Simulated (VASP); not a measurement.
# AlN (Cm) in VASP: notebook

The runs below take AlN through single point, with r2SCAN.

Everything below comes from runs of VASP 6.6.1. Logs are shortened: lines on timing, memory, paths and dates and some standing lists are left out, and cuts for length are marked.

## Step 1: The cell of the first run

The structure is monoclinic, space group Cm (No. 8). The conventional cell has a = 5.388 Å, b = 3.111 Å, c = 4.978 Å, α = 90.00°, β = 90.00°, γ = 90.00°. Within 2.4 Å of Al (site symmetry m) lie 4 N at 1.83 to 1.97 Å. Al (site symmetry m) has 4 N at 1.79 to 1.95 Å within 2.4 Å. Within 2.4 Å of N (site symmetry m) lie 4 Al at 1.79 to 1.95 Å. N (site symmetry m) has 4 Al at 1.83 to 1.97 Å within 2.4 Å.

## Step 2: Single point, r2SCAN

File POSCAR:

```
AlN
1.0
    3.1110021516      0.0000000000      0.0000000000
   -1.5555010758      2.6942068945      0.0000000000
    0.0000000000      0.0000000000      4.9780000000
Al N
2 2
Direct
    0.3333333333      0.6666666667      0.0000000000
    0.6666666667      0.3333333333      0.5000000000
    0.2979694287      0.6489847143      0.3911002736
    0.6313027620      0.3156513810      0.8911002736
```

File INCAR.step1:

```
SYSTEM = AlN
  PREC = Accurate
  ENCUT = 520
  ISMEAR = 0
  SIGMA = 0.05
  LREAL = .False.
  LASPH = .True.
  NELM = 60
  NBANDS = 16
  GGA = PE
  ALGO = Normal
  EDIFF = 1E-4
  LWAVE = .True.
  LCHARG = .False.
```

File INCAR.step2:

```
SYSTEM = AlN
  PREC = Accurate
  ENCUT = 520
  EDIFF = 1E-7
  ISMEAR = 0
  SIGMA = 0.05
  LREAL = .False.
  LASPH = .True.
  NELM = 60
  ALGO = Normal
  ISIF = 2
  LWAVE = .False.
  LCHARG = .False.
  METAGGA = R2SCAN
  LMIXTAU = .True.
  NBANDS = 16
  ISTART = 1
```

File KPOINTS:

```
Automatic mesh
0
Gamma
  12 12 6
  0 0 0
```

Potentials or basis: VASP PAW PBE potentials, release 64 (Al, N).

Command:

```bash
$ cat potpaw_PBE.64/Al/POTCAR potpaw_PBE.64/N/POTCAR > POTCAR
$ cp INCAR.step1 INCAR
$ mpirun -np 1 vasp_std > vasp.out
$ cp INCAR.step2 INCAR
$ mpirun -np 1 vasp_std > vasp.out
```

OUTCAR:

```text
SYSTEM = AlN
   PREC = Accurate
   ENCUT = 520
   EDIFF = 1E-7
   ISMEAR = 0
   LREAL = .False.
   LASPH = .True.
   NELM = 60
   ISIF = 2
   METAGGA = R2SCAN
   ISTART = 1

 ion  position               nearest neighbor table
   1  0.333  0.667  0.000-   4 1.83   4 1.83   3 1.95   4 1.97   2 3.07   2 3.07   2 3.07   2 3.07
                             2 3.07   2 3.07
   2  0.667  0.333  0.500-   3 1.79   3 1.92   3 1.92   4 1.95   1 3.07   1 3.07   1 3.07   1 3.07
                             1 3.07   1 3.07
   3  0.298  0.649  0.391-   2 1.79   2 1.92   2 1.92   1 1.95
   4  0.631  0.316  0.891-   1 1.83   1 1.83   2 1.95   1 1.97

  LATTYP: Found a hexagonal cell.
 ALAT       =     3.1110021516
 C/A-ratio  =     1.6001274694

  Lattice vectors:

 A1 = (   3.1110021516,   0.0000000000,   0.0000000000)
 A2 = (  -1.5555010758,   2.6942068945,   0.0000000000)
 A3 = (   0.0000000000,   0.0000000000,   4.9780000000)

Analysis of symmetry for initial positions (statically):
=====================================================================
 Subroutine PRICEL returns:
 Original cell was already a primitive cell.

 Routine SETGRP: Setting up the symmetry group for a
 hexagonal supercell.

 Subroutine GETGRP returns: Found  2 space group operations
 (whereof  2 operations were pure point group operations)
 out of a pool of 24 trial point group operations.

The static configuration has the point symmetry C_1h.

Analysis of symmetry for dynamics (positions and initial velocities):
=====================================================================
 Subroutine PRICEL returns:
 Original cell was already a primitive cell.

 Routine SETGRP: Setting up the symmetry group for a
 hexagonal supercell.

 Subroutine GETGRP returns: Found  2 space group operations
 (whereof  2 operations were pure point group operations)
 out of a pool of 24 trial point group operations.

The dynamic configuration has the point symmetry C_1h.

 Subroutine INISYM returns: Found  2 space group operations
 (whereof  2 operations are pure point group operations),
 and found     1 'primitive' translations

----------------------------------------------------------------------------------------

                                     Primitive cell

  volume of cell :      41.7240

  direct lattice vectors                    reciprocal lattice vectors
     3.111002152  0.000000000  0.000000000     0.321439829  0.185583372  0.000000000
    -1.555501076  2.694206895  0.000000000     0.000000000  0.371166744  0.000000000
     0.000000000  0.000000000  4.978000000     0.000000000  0.000000000  0.200883889

  length of vectors
     3.111002152  3.111002152  4.978000000     0.371166744  0.371166744  0.200883889

  position of ions in fractional coordinates (direct lattice)
     0.333333333  0.666666667  0.000000000
     0.666666667  0.333333333  0.500000000
     0.297969429  0.648984714  0.391100274
     0.631302762  0.315651381  0.891100274

  ion indices of the primitive-cell ions
   primitive index   ion index
                 1           1
                 2           2
                 3           3
                 4           4

----------------------------------------------------------------------------------------

 KPOINTS: Automatic mesh

Automatic generation of k-mesh.
 Grid dimensions read from file:
 generate k-points for:   12   12    6

 Generating k-lattice:

  Cartesian coordinates                     Fractional coordinates (reciprocal lattice)
     0.026786652  0.015465281  0.000000000     0.083333333  0.000000000  0.000000000
     0.000000000  0.030930562  0.000000000     0.000000000  0.083333333  0.000000000
     0.000000000  0.000000000  0.033480648     0.000000000  0.000000000  0.166666667

  Length of vectors
     0.030930562  0.030930562  0.033480648

  Shift w.r.t. Gamma in fractional coordinates (k-lattice)
     0.000000000  0.000000000  0.000000000

 Subroutine IBZKPT returns following result:
 ===========================================

 Found    242 irreducible k-points:

 Following reciprocal coordinates:
            Coordinates               Weight
  0.000000  0.000000  0.000000      1.000000
  0.083333  0.000000  0.000000      2.000000
  0.000000  0.083333  0.000000      4.000000
  0.166667 -0.000000  0.000000      2.000000
  0.000000  0.166667  0.000000      4.000000
  0.250000 -0.000000  0.000000      2.000000
[... 16 lines left out ...]
 -0.083333  0.416667  0.000000      4.000000
 -0.416667  0.333333  0.000000      4.000000
 [... further k-points ...]
   k-points           NKPTS =    242   k-points in BZ     NKDIM =    242   number of bands    NBANDS=     16
   number of dos      NEDOS =    301   number of ions     NIONS =      4
   total plane-waves  NPLWV =  23040
   dimension x,y,z NGX =    24 NGY =   24 NGZ =   40
   dimension x,y,z NGXF=    48 NGYF=   48 NGZF=   80
   ions per type =               2   2
   NGX,Y,Z   is equivalent  to a cutoff of  12.83, 12.83, 13.36 a.u.
   NGXF,Y,Z  is equivalent  to a cutoff of  25.65, 25.65, 26.72 a.u.
 SYSTEM =  AlN
   PREC   = accura    normal or accurate (medium, high low for compatibility)
   ISTART =      1    job   : 0-new  1-cont  2-samecut
   ICHARG =      0    charge: 1-file 2-atom 10-const
   ISPIN  =      1    spin polarized calculation?
   LNONCOLLINEAR =      F non collinear calculations
   LSORBIT =      F    spin-orbit coupling
   LASPH  =      T    aspherical Exc in radial PAW
   ENCUT  =  520.0 eV  38.22 Ry    6.18 a.u.   5.78  5.78  9.26*2*pi/ulx,y,z
   NELM   =     60;   NELMIN=  2; NELMDL=  0     # of ELM steps
   EDIFF  = 0.1E-06   stopping-criterion for ELM
   LREAL  =      F    real-space projection
   EDIFFG = 0.1E-05   stopping-criterion for IOM
   NSW    =      0    number of steps for IOM
   IBRION =     -1    ionic relax: 0-MD 1-quasi-New 2-CG
   NFREE  =      0    steps in history (QN), initial steepest desc. (CG)
   ISIF   =      2    stress and relaxation
   ISYM   =      2    0-nonsym 1-usesym 2-fastsym
   POTIM  = 0.5000    time-step for ionic-motion
   TEBEG  =    0.0;   TEEND  =   0.0 temperature during run
   PSTRESS=    0.0 pullay stress
   NELECT =      16.0000    total number of electrons
   NUPDOWN=      -1.0000    fix difference up-down
   EMIN   =  10.00;   EMAX   =-10.00  energy-range for DOS
   EFERMI =   0.00;   METHOD = LEGACY
   ISMEAR =     0;   SIGMA  =   0.05  broadening in eV -4-tet -1-fermi 0-gaus
   EFERMI_NEDOS =   21; number of points for ismear=-14 and -15
   IALGO  =     38    algorithm
   IMIX   =      4    mixing-type and parameters
     AMIX     =   0.40;   BMIX     =  1.00
     AMIX_MAG =   1.60;   BMIX_MAG =  1.00
  volume/ion in A,a.u.               =      10.43        70.39
  Fermi-wavevector in a.u.,A,eV,Ry     =   1.189377  2.247596 19.247033  1.414617
  Thomas-Fermi vector in A             =   2.325485
   LORBIT       =      0    0 simple, 1 ext, 2 COOP (PROOUT), +10 PAW based schemes
   METAGGA = R2SCAN    functional components
   LHFCALC =     F    Hartree Fock is set to
   AEXX    =    0.0000 exact exchange contribution
   IVDW    =     0    specifies the selected vdW correction
   LEPSILON=     F    determine dielectric tensor
   LRPA    =     F    only Hartree local field effects (RPA)
 non-spin polarized calculation
 Gauss-broadening in eV      SIGMA  =   0.05
  energy-cutoff  :      520.00
  volume of cell :       41.72
 maximum number of plane-waves:      1152
   NGX = 11   NGY = 11   NGZ = 19

 number of electron      15.9999999 magnetization

 Free energy of the ion-electron system (eV)
  ---------------------------------------------------
  ext. energy  EPLUGINS =         0.00000000
  ---------------------------------------------------
  free energy    TOTEN  =       -38.27350347 eV

  energy without entropy =      -38.27350347  energy(sigma->0) =      -38.27350347

 E-fermi :   6.3372     XC(G=0): -11.4040

 val. band max:        6.0888697553   @ k =   0.0000   0.0000   0.0000
 cond. band min:      10.7704510177   @ k =   0.0000   0.0000   0.0000
 fundamental gap:      4.6815812624
 Fermi energy:         6.3371830910

 k-point     1 :       0.0000    0.0000    0.0000
  band No.  band energies     occupation
      1     -10.0775      2.00000
      2      -7.9663      2.00000
      3      -0.1095      2.00000
      4       4.8680      2.00000
      5       4.8833      2.00000
      6       5.6136      2.00000
[... 8 lines left out ...]
     15      19.9101      0.00000
     16      19.9566      0.00000

 k-point     2 :       0.0833    0.0000    0.0000
  band No.  band energies     occupation
      1      -9.9887      2.00000
      2      -7.9164      2.00000
      3      -0.0020      2.00000
      4       4.4904      2.00000
      5       4.7596      2.00000
      6       5.2303      2.00000
[... 8 lines left out ...]
     15      19.9777      0.00000
     16      20.0201      0.00000

 k-point     3 :       0.0000    0.0833    0.0000
  band No.  band energies     occupation
      1      -9.9887      2.00000
      2      -7.9163      2.00000
      3      -0.0020      2.00000
      4       4.4787      2.00000
      5       4.7598      2.00000
      6       5.2612      2.00000
[... 8 lines left out ...]
     15      19.9588      0.00000
     16      20.0801      0.00000

 k-point     4 :       0.1667   -0.0000    0.0000
  band No.  band energies     occupation
      1      -9.7303      2.00000
      2      -7.7805      2.00000
      3       0.3147      2.00000
      4       3.5175      2.00000
      5       4.3551      2.00000
      6       4.4973      2.00000
[... 8 lines left out ...]
     15      19.2663      0.00000
     16      19.5775      0.00000
[... 324 lines left out ...]
 k-point    22 :       0.3333    0.0833    0.0000
  band No.  band energies     occupation
      1      -8.5487      2.00000
      2      -7.4087      2.00000
      3       0.9750      2.00000
      4       1.8823      2.00000
      5       2.1441      2.00000
      6       3.6224      2.00000
[... 8 lines left out ...]
     15      19.1723      0.00000
     16      21.7711      0.00000

 k-point    23 :      -0.0833    0.4167    0.0000
  band No.  band energies     occupation
      1      -8.5491      2.00000
      2      -7.4068      2.00000
      3       0.9635      2.00000
      4       1.8930      2.00000
      5       2.1272      2.00000
      6       3.6585      2.00000
[... 8 lines left out ...]
     15      19.0763      0.00000
     16      21.8001      0.00000

 k-point    24 :      -0.4167    0.3333    0.0000
  band No.  band energies     occupation
      1      -8.5490      2.00000
      2      -7.4072      2.00000
      3       0.9665      2.00000
      4       1.8895      2.00000
      5       2.1271      2.00000
      6       3.6615      2.00000
[... 8 lines left out ...]
     15      19.1163      0.00000
     16      21.7812      0.00000

 [... further k-points ...]

------------------------ aborting loop because EDIFF is reached ----------------------------------------

  FORCE on cell =-STRESS in cart. coord.  units (eV):
  Direction    XX          YY          ZZ          XY          YZ          ZX
  --------------------------------------------------------------------------------------
  -------------------------------------------------------------------------------------
  Total        0.7980383      0.6051012     -1.0650268      0.1670884     -0.4896605     -0.8481165
  in kB       30.6441898     23.2355227    -40.8963896      6.4160939    -18.8026711    -32.5671639
  external PRESSURE =       4.3277743 kB  Pullay stress =       0.0000000 kB

 VOLUME and BASIS-vectors are now :
 -----------------------------------------------------------------------------
  energy-cutoff  :      520.00
  volume of cell :       41.72
      direct lattice vectors                 reciprocal lattice vectors
     3.111002152  0.000000000  0.000000000     0.321439829  0.185583372  0.000000000
    -1.555501076  2.694206895  0.000000000     0.000000000  0.371166744  0.000000000
     0.000000000  0.000000000  4.978000000     0.000000000  0.000000000  0.200883889

 POSITION                                       TOTAL-FORCE (eV/Angst)
 -----------------------------------------------------------------------------------
     -0.00000      1.79614      0.00000        -1.209546     -0.698331      0.666278
      1.55550      0.89807      2.48900        -1.662018     -0.959567      0.697015
     -0.08251      1.74850      1.94690         1.664111      0.960775     -0.698166
      1.47299      0.85043      4.43590         1.207452      0.697123     -0.665127
 -----------------------------------------------------------------------------------
    total drift:                                0.000357      0.000207      0.012500

  FREE ENERGIE OF THE ION-ELECTRON SYSTEM (eV)
  ---------------------------------------------------
  free  energy   TOTEN  =       -38.2735034717 eV

  energy  without entropy=      -38.2735034717  energy(sigma->0) =      -38.27350347
```

Wall time 9.2 min (1 thread of AMD EPYC 7R13, shared host); peak memory 0.26 GiB.

What came out:

| Property | Result |
| --- | --- |
| Free energy | -38.2735 eV |
| Pressure | 0.4 GPa |
| Largest force | 2.044 eV/Å |
| Band gap on the k mesh | 4.68 eV |

Forces in eV/Å, atoms in the order of the input:
```
Al  -1.210 -0.698  0.666
Al  -1.662 -0.960  0.697
N    1.664  0.961 -0.698
N    1.207  0.697 -0.665
```

Levels at points of the mesh, in eV from the valence-band top:
```tsv
k point	band 4	band 5	band 6	band 7	band 8	band 9	band 10	band 11	band 12	band 13
(0.00, 0.00, 0.00)	-1.22	-1.21	-0.48	-0.44	0.00	4.68	7.30	11.49	11.79	11.80
(0.50, 0.00, 0.00)	-4.44	-3.51	-2.41	-1.87	-0.95	6.33	6.40	8.79	10.96	11.57
(0.00, 0.50, 0.00)	-4.44	-3.51	-2.37	-1.88	-0.94	6.32	6.36	8.75	10.99	11.60
(0.00, 0.00, 0.50)	-3.49	-1.05	-1.02	-0.64	-0.61	7.07	7.07	11.04	11.06	11.96
(0.50, 0.00, 0.50)	-5.76	-1.93	-1.61	-1.57	-1.41	5.81	5.85	9.72	9.99	12.61
(0.00, 0.50, 0.50)	-5.81	-1.88	-1.71	-1.51	-1.40	5.81	5.84	9.76	9.89	12.61
```

Caveat: the cell differs from its parent crystal (all N atoms moved +0.100 Å, as atom 3 towards its neighbour atom 2 (Al) at 1.885 Å); the stress differs along the axes, from -4 to 3 GPa; the PAW data sets were made with another functional, which shifts forces and pressure a little. A k mesh can miss the band edges.

## Step 3: Single point, r2SCAN

POSCAR: that of step 2 with these lines changed.

```diff
@@ -10,3 +10,3 @@
     0.6666666667      0.3333333333      0.5000000000
-    0.2979694287      0.6489847143      0.3911002736
-    0.6313027620      0.3156513810      0.8911002736
+    0.3510152857      0.6755076428      0.3819498632
+    0.6843486190      0.3421743095      0.8819498632
```

File INCAR.step1:

```
SYSTEM = AlN
PREC = Accurate ; ENCUT = 520
ISMEAR = 0 ; SIGMA = 0.05
LREAL = .FALSE. ; LASPH = .TRUE.
NELM = 60 ; NBANDS = 16
GGA = PE ; ALGO = Normal
EDIFF = 1E-4 ; LWAVE = .TRUE.
LCHARG = .FALSE.
```

File INCAR.step2:

```
SYSTEM = AlN
PREC = Accurate ; ENCUT = 520
EDIFF = 1E-7 ; ISMEAR = 0
SIGMA = 0.05 ; LREAL = .FALSE.
LASPH = .TRUE. ; NELM = 60
ALGO = Normal ; ISIF = 2
LWAVE = .FALSE. ; LCHARG = .TRUE.
METAGGA = R2SCAN ; LMIXTAU = .TRUE.
LELF = .TRUE. ; LVHAR = .TRUE.
NBANDS = 16 ; ISTART = 1
```

File KPOINTS:

```
Automatic mesh
0
G
  12 12 6
  0 0 0
```

Potentials or basis: VASP PAW PBE potentials, release 64 (Al, N).

Command:

```bash
$ cat potpaw_PBE.64/Al/POTCAR potpaw_PBE.64/N/POTCAR > POTCAR
$ cp INCAR.step1 INCAR
$ mpirun -np 1 vasp_std > vasp.out
$ cp INCAR.step2 INCAR
$ mpirun -np 1 vasp_std > vasp.out
```

Run time: 9.2 min. Hardware: 1 thread of AMD EPYC 7R13, shared host; peak memory 0.27 GiB.

Results (log left out):

```
Free energy            : -38.4204 eV
Pressure               : -0.7 GPa
Largest force          : 0.806 eV/Å
Band gap on the k mesh : 4.86 eV
```

Forces on the atoms (eV/Å):
```
Al   0.696  0.402  0.046
Al   0.594  0.343  0.042
N   -0.594 -0.343 -0.042
N   -0.697 -0.402 -0.046
```

Stress tensor (GPa, compression positive):
```
-0.60  0.15  1.64
 0.15 -0.77  0.95
 1.64  0.95 -0.61
```

Levels at points of the mesh, in eV from the valence-band top:
| k point | band 4 | band 5 | band 6 | band 7 | band 8 | band 9 | band 10 | band 11 | band 12 | band 13 |
| --- | --- | --- | --- | --- | --- | --- | --- | --- | --- | --- |
| (0.00, 0.00, 0.00) | -0.94 | -0.94 | -0.27 | -0.25 | 0.00 | 4.86 | 7.46 | 11.57 | 11.98 | 11.98 |
| (0.50, 0.00, 0.00) | -4.24 | -3.41 | -2.18 | -1.79 | -0.74 | 6.42 | 6.52 | 8.99 | 11.20 | 11.67 |
| (0.00, 0.50, 0.00) | -4.24 | -3.41 | -2.17 | -1.80 | -0.73 | 6.42 | 6.51 | 8.98 | 11.21 | 11.68 |
| (0.00, 0.00, 0.50) | -3.39 | -0.70 | -0.70 | -0.50 | -0.50 | 7.19 | 7.19 | 11.25 | 11.25 | 12.21 |
| (0.50, 0.00, 0.50) | -5.64 | -1.62 | -1.47 | -1.45 | -1.36 | 5.95 | 5.98 | 10.03 | 10.16 | 12.85 |
| (0.00, 0.50, 0.50) | -5.66 | -1.60 | -1.52 | -1.41 | -1.35 | 5.96 | 5.97 | 10.06 | 10.12 | 12.85 |

Caveat: the cell differs from its parent crystal (all N atoms moved -0.050 Å, as atom 3 towards its neighbour atom 2 (Al) at 1.885 Å); the PAW data sets were made with another functional, which shifts forces and pressure a little. A k mesh can miss the band edges.
